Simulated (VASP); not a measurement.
A run of VASP 6.6.1 is set up as follows.

The input INCAR:

```
SYSTEM = C
PREC = Accurate ; ENCUT = 520
EDIFF = 1E-7 ; ISMEAR = -1
SIGMA = 0.1 ; LREAL = .False.
LASPH = .True. ; NELM = 60
ALGO = Normal ; ISIF = 2
LWAVE = .False. ; LCHARG = .False.
GGA = CA ; NBANDS = 11
```

File KPOINTS:

```
Automatic mesh
0
Gamma
  11 11 6
  0 0 0
```

Contents of POSCAR:

```
C
1.0
    2.1273200000     -1.2282820000      0.0000000000
    2.1273200000      1.2282820000      0.0000000000
   -1.3790700000      0.0000000000      3.5028300000
C
2
Direct
    0.8333560000      0.8333560000      0.0000930000
    0.1666440000      0.1666440000      0.9999070000
```

Potentials or basis: VASP PAW LDA potentials, release 64 (C).

The run is started by

```sh
$ cat potpaw_LDA.64/C/POTCAR > POTCAR
$ mpirun -np 1 vasp_std > vasp.out
```

Question: What does it give for the pressure?

Answer: -3.4 GPa.

Question: Estimate the largest force.

Answer: 0.005 eV/Å.

Forces in eV/Å, atoms in the order of the input:
```
C    0.005  0.000 -0.002
C   -0.005  0.000  0.002
```
